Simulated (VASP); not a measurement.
# GaN (P6_3mc) in VASP: single point with PBE

Aim: the single point of GaN with PBE.

Program: VASP 6.6.1. These are calculated values, not measurements. Logs are shortened: lines on timing, memory, paths and dates and some standing lists are left out, and cuts for length are marked.

## Step 1: The cell of the first run

The structure is hexagonal, space group P6_3mc (No. 186). The conventional cell has a = 3.214 Å, b = 3.214 Å, c = 5.152 Å, α = 90.00°, β = 90.00°, γ = 120.00°. Within 2.6 Å of Ga (site symmetry 3m) lie 4 N at 1.95 to 1.97 Å. Within 2.6 Å of N (site symmetry 3m) lie 4 Ga at 1.95 to 1.97 Å.

## Step 2: Single point, PBE

Input file INCAR:

```
SYSTEM = GaN
PREC = Accurate
ENCUT = 600
EDIFF = 1E-6
ISMEAR = 0
SIGMA = 0.1
LREAL = .FALSE.
LASPH = .TRUE.
NELM = 120
ALGO = Normal
ISIF = 2
LWAVE = .FALSE.
LCHARG = .TRUE.
GGA = PE
LELF = .TRUE.
LVHAR = .TRUE.
NBANDS = 26
GGA_COMPAT = .FALSE.
```

Input file KPOINTS:

```
Automatic mesh
0
G
  6 6 4
  0 0 0
```

Input file POSCAR:

```
GaN
1.0
    3.2138323437      0.0000000000      0.0000000000
   -1.6069161719      2.7832604532      0.0000000000
    0.0000000000      0.0000000000      5.1519856157
Ga N
2 2
Direct
    0.3333333333      0.6666666667     -0.0007707949
    0.6666666667      0.3333333333      0.4992292051
    0.3333333333      0.6666666667      0.3807707949
    0.6666666667      0.3333333333      0.8807707949
```

Potentials or basis: VASP PAW PBE potentials, release 64 (Ga_d, N).

On the command line:

```sh
$ cat potpaw_PBE.64/Ga_d/POTCAR potpaw_PBE.64/N/POTCAR > POTCAR
$ mpirun -np 1 vasp_std > vasp.out
```

OUTCAR:

```text
SYSTEM = GaN
   PREC = Accurate
   ENCUT = 600
   EDIFF = 1E-6
   ISMEAR = 0
   LREAL = .FALSE.
   LASPH = .TRUE.
   NELM = 120
   ISIF = 2
   GGA = PE

 ion  position               nearest neighbor table
   1  0.333  0.667  0.999-   4 1.95   4 1.95   4 1.95   3 1.97
   2  0.667  0.333  0.499-   3 1.95   3 1.95   3 1.95   4 1.97
   3  0.333  0.667  0.381-   2 1.95   2 1.95   2 1.95   1 1.97
   4  0.667  0.333  0.881-   1 1.95   1 1.95   1 1.95   2 1.97

  LATTYP: Found a hexagonal cell.
 ALAT       =     3.2138323437
 C/A-ratio  =     1.6030660796

  Lattice vectors:

 A1 = (   3.2138323437,   0.0000000000,   0.0000000000)
 A2 = (  -1.6069161719,   2.7832604532,   0.0000000000)
 A3 = (   0.0000000000,   0.0000000000,   5.1519856157)

Analysis of symmetry for initial positions (statically):
=====================================================================
 Subroutine PRICEL returns:
 Original cell was already a primitive cell.

 Routine SETGRP: Setting up the symmetry group for a
 hexagonal supercell.

 Subroutine GETGRP returns: Found 12 space group operations
 (whereof  6 operations were pure point group operations)
 out of a pool of 24 trial point group operations.

The static configuration has the point symmetry C_3v.
 The point group associated with its full space group is C_6v.

Analysis of symmetry for dynamics (positions and initial velocities):
=====================================================================
 Subroutine PRICEL returns:
 Original cell was already a primitive cell.

 Routine SETGRP: Setting up the symmetry group for a
 hexagonal supercell.

 Subroutine GETGRP returns: Found 12 space group operations
 (whereof  6 operations were pure point group operations)
 out of a pool of 24 trial point group operations.

The dynamic configuration has the point symmetry C_3v.
 The point group associated with its full space group is C_6v.

 Subroutine INISYM returns: Found 12 space group operations
 (whereof  6 operations are pure point group operations),
 and found     1 'primitive' translations

----------------------------------------------------------------------------------------

                                     Primitive cell

  volume of cell :      46.0842

  direct lattice vectors                    reciprocal lattice vectors
     3.213832344  0.000000000  0.000000000     0.311154999  0.179645422  0.000000000
    -1.606916172  2.783260453  0.000000000     0.000000000  0.359290845  0.000000000
     0.000000000  0.000000000  5.151985616     0.000000000  0.000000000  0.194099921

  length of vectors
     3.213832344  3.213832344  5.151985616     0.359290845  0.359290845  0.194099921

  position of ions in fractional coordinates (direct lattice)
     0.333333333  0.666666667  0.999229205
     0.666666667  0.333333333  0.499229205
     0.333333333  0.666666667  0.380770795
     0.666666667  0.333333333  0.880770795

  ion indices of the primitive-cell ions
   primitive index   ion index
                 1           1
                 2           2
                 3           3
                 4           4

----------------------------------------------------------------------------------------

 KPOINTS: Automatic mesh

Automatic generation of k-mesh.
 Grid dimensions read from file:
 generate k-points for:    6    6    4

 Generating k-lattice:

  Cartesian coordinates                     Fractional coordinates (reciprocal lattice)
     0.051859167  0.029940904  0.000000000     0.166666667  0.000000000  0.000000000
     0.000000000  0.059881807  0.000000000     0.000000000  0.166666667  0.000000000
     0.000000000  0.000000000  0.048524980     0.000000000  0.000000000  0.250000000

  Length of vectors
     0.059881807  0.059881807  0.048524980

  Shift w.r.t. Gamma in fractional coordinates (k-lattice)
     0.000000000  0.000000000  0.000000000

 Subroutine IBZKPT returns following result:
 ===========================================

 Found     21 irreducible k-points:

 Following reciprocal coordinates:
            Coordinates               Weight
  0.000000  0.000000  0.000000      1.000000
  0.166667 -0.000000  0.000000      6.000000
  0.333333 -0.000000  0.000000      6.000000
  0.500000  0.000000  0.000000      3.000000
  0.166667  0.166667  0.000000      6.000000
  0.333333  0.166667  0.000000     12.000000
[... 13 lines left out ...]
  0.333333  0.166667  0.500000     12.000000
  0.333333  0.333333  0.500000      2.000000
   k-points           NKPTS =     21   k-points in BZ     NKDIM =     21   number of bands    NBANDS=     26
   number of dos      NEDOS =    301   number of ions     NIONS =      4
   total plane-waves  NPLWV =  32928
   dimension x,y,z NGX =    28 NGY =   28 NGZ =   42
   dimension x,y,z NGXF=    56 NGYF=   56 NGZF=   84
   ions per type =               2   2
   NGX,Y,Z   is equivalent  to a cutoff of  14.48, 14.48, 13.55 a.u.
   NGXF,Y,Z  is equivalent  to a cutoff of  28.97, 28.97, 27.11 a.u.
 SYSTEM =  GaN
   PREC   = accura    normal or accurate (medium, high low for compatibility)
   ISTART =      0    job   : 0-new  1-cont  2-samecut
   ICHARG =      2    charge: 1-file 2-atom 10-const
   ISPIN  =      1    spin polarized calculation?
   LNONCOLLINEAR =      F non collinear calculations
   LSORBIT =      F    spin-orbit coupling
   LASPH  =      T    aspherical Exc in radial PAW
   ENCUT  =  600.0 eV  44.10 Ry    6.64 a.u.   6.42  6.42 10.29*2*pi/ulx,y,z
   NELM   =    120;   NELMIN=  2; NELMDL= -5     # of ELM steps
   EDIFF  = 0.1E-05   stopping-criterion for ELM
   LREAL  =      F    real-space projection
   EDIFFG = 0.1E-04   stopping-criterion for IOM
   NSW    =      0    number of steps for IOM
   IBRION =     -1    ionic relax: 0-MD 1-quasi-New 2-CG
   NFREE  =      0    steps in history (QN), initial steepest desc. (CG)
   ISIF   =      2    stress and relaxation
   ISYM   =      2    0-nonsym 1-usesym 2-fastsym
   POTIM  = 0.5000    time-step for ionic-motion
   TEBEG  =    0.0;   TEEND  =   0.0 temperature during run
   PSTRESS=    0.0 pullay stress
   NELECT =      36.0000    total number of electrons
   NUPDOWN=      -1.0000    fix difference up-down
   EMIN   =  10.00;   EMAX   =-10.00  energy-range for DOS
   EFERMI =   0.00;   METHOD = LEGACY
   ISMEAR =     0;   SIGMA  =   0.10  broadening in eV -4-tet -1-fermi 0-gaus
   EFERMI_NEDOS =   21; number of points for ismear=-14 and -15
   IALGO  =     38    algorithm
   IMIX   =      4    mixing-type and parameters
     AMIX     =   0.40;   BMIX     =  1.00
     AMIX_MAG =   1.60;   BMIX_MAG =  1.00
  volume/ion in A,a.u.               =      11.52        77.75
  Fermi-wavevector in a.u.,A,eV,Ry     =   1.507735  2.849207 30.929657  2.273266
  Thomas-Fermi vector in A             =   2.618282
   LORBIT       =      0    0 simple, 1 ext, 2 COOP (PROOUT), +10 PAW based schemes
   GGA     = PE    functional components
   LHFCALC =     F    Hartree Fock is set to
   AEXX    =    0.0000 exact exchange contribution
   IVDW    =     0    specifies the selected vdW correction
   LEPSILON=     F    determine dielectric tensor
   LRPA    =     F    only Hartree local field effects (RPA)
 non-spin polarized calculation
 Gauss-broadening in eV      SIGMA  =   0.10
  energy-cutoff  :      600.00
  volume of cell :       46.08
 maximum number of plane-waves:      1555
 NGX is ok and might be reduce to    28
   NGX = 13   NGY = 13   NGZ = 21

 number of electron      35.9999998 magnetization

 Free energy of the ion-electron system (eV)
  ---------------------------------------------------
  ext. energy  EPLUGINS =         0.00000000
  ---------------------------------------------------
  free energy    TOTEN  =       -24.30638808 eV

  energy without entropy =      -24.30638808  energy(sigma->0) =      -24.30638808

 E-fermi :   5.6955     XC(G=0): -11.6214

 val. band max:        5.2739412556   @ k =   0.0000   0.0000   0.0000
 cond. band min:       7.1033969213   @ k =   0.0000   0.0000   0.0000
 fundamental gap:      1.8294556657
 Fermi energy:         5.6954692937

 k-point     1 :       0.0000    0.0000    0.0000
  band No.  band energies     occupation
      1     -10.6791      2.00000
      2      -9.7868      2.00000
      3      -8.1968      2.00000
      4      -8.1924      2.00000
      5      -8.1924      2.00000
      6      -8.1320      2.00000
[... 18 lines left out ...]
     25      16.7607      0.00000
     26      16.7607      0.00000

 k-point     2 :       0.1667   -0.0000    0.0000
  band No.  band energies     occupation
      1     -10.4312      2.00000
      2      -9.7281      2.00000
      3      -8.1734      2.00000
      4      -8.1590      2.00000
      5      -8.1089      2.00000
      6      -8.0827      2.00000
[... 18 lines left out ...]
     25      16.5715      0.00000
     26      17.3060      0.00000

 k-point     3 :       0.3333   -0.0000    0.0000
  band No.  band energies     occupation
      1      -9.9766      2.00000
      2      -9.6485      2.00000
      3      -8.1375      2.00000
      4      -8.1236      2.00000
      5      -8.0375      2.00000
      6      -7.9858      2.00000
[... 18 lines left out ...]
     25      16.6733      0.00000
     26      18.4073      0.00000

 k-point     4 :       0.5000    0.0000    0.0000
  band No.  band energies     occupation
      1      -9.7985      2.00000
      2      -9.6277      2.00000
      3      -8.1408      2.00000
      4      -8.1212      2.00000
      5      -8.0237      2.00000
      6      -7.9797      2.00000
[... 18 lines left out ...]
     25      17.5583      0.00000
     26      18.5169      0.00000
[... 409 lines left out ...]
      1      -9.7813      2.00000
      2      -9.7813      2.00000
      3      -8.1084      2.00000
      4      -8.1084      2.00000
      5      -8.0840      2.00000
      6      -8.0840      2.00000
[... 18 lines left out ...]
     25      16.8959      0.00000
     26      16.8959      0.00000

 k-point    20 :       0.3333    0.1667    0.5000
  band No.  band energies     occupation
      1      -9.6509      2.00000
      2      -9.6509      2.00000
      3      -8.1111      2.00000
      4      -8.1111      2.00000
      5      -8.0434      2.00000
      6      -8.0434      2.00000
[... 18 lines left out ...]
     25      17.5734      0.00000
     26      17.5734      0.00000

 k-point    21 :       0.3333    0.3333    0.5000
  band No.  band energies     occupation
      1      -9.6152      2.00000
      2      -9.6152      2.00000
      3      -8.0785      2.00000
      4      -8.0785      2.00000
      5      -8.0561      2.00000
      6      -8.0561      2.00000
[... 18 lines left out ...]
     25      19.1718      0.00000
     26      19.2134      0.00000

------------------------ aborting loop because EDIFF is reached ----------------------------------------

  FORCE on cell =-STRESS in cart. coord.  units (eV):
  Direction    XX          YY          ZZ          XY          YZ          ZX
  --------------------------------------------------------------------------------------
  -------------------------------------------------------------------------------------
  Total        0.7132595      0.7132595      1.6635356     -0.0000000     -0.0000000      0.0000000
  in kB       24.7974170     24.7974170     57.8350312     -0.0000000     -0.0000000      0.0000000
  external PRESSURE =      35.8099551 kB  Pullay stress =       0.0000000 kB

 VOLUME and BASIS-vectors are now :
 -----------------------------------------------------------------------------
  energy-cutoff  :      600.00
  volume of cell :       46.08
      direct lattice vectors                 reciprocal lattice vectors
     3.213832344  0.000000000  0.000000000     0.311154999  0.179645422  0.000000000
    -1.606916172  2.783260453  0.000000000     0.000000000  0.359290845  0.000000000
     0.000000000  0.000000000  5.151985616     0.000000000  0.000000000  0.194099921

 POSITION                                       TOTAL-FORCE (eV/Angst)
 -----------------------------------------------------------------------------------
     -0.00000      1.85551      5.14801         0.000000     -0.000000      0.121421
      1.60692      0.92775      2.57202        -0.000000     -0.000000      0.121421
     -0.00000      1.85551      1.96173        -0.000000      0.000000     -0.121421
      1.60692      0.92775      4.53772         0.000000     -0.000000     -0.121421
 -----------------------------------------------------------------------------------
    total drift:                               -0.000000      0.000000     -0.000451

  FREE ENERGIE OF THE ION-ELECTRON SYSTEM (eV)
  ---------------------------------------------------
  free  energy   TOTEN  =       -24.3063880788 eV

  energy  without entropy=      -24.3063880788  energy(sigma->0) =      -24.30638808
```

Run time: 26 s. Hardware: 1 thread of Intel Xeon Platinum 8488C (Sapphire Rapids), shared host; peak memory 0.18 GiB.

What came out:

- Free energy: -24.3064 eV
- Pressure: 3.6 GPa
- Largest force: 0.121 eV/Å
- Band gap on the k mesh: 1.83 eV, direct

Forces in eV/Å, atoms in the order of the input:
```
Ga   0.000  0.000  0.121
Ga   0.000  0.000  0.121
N    0.000  0.000 -0.121
N    0.000  0.000 -0.121
```

Stress tensor (GPa, compression positive):
```
2.48 0.00 0.00
0.00 2.48 0.00
0.00 0.00 5.78
```
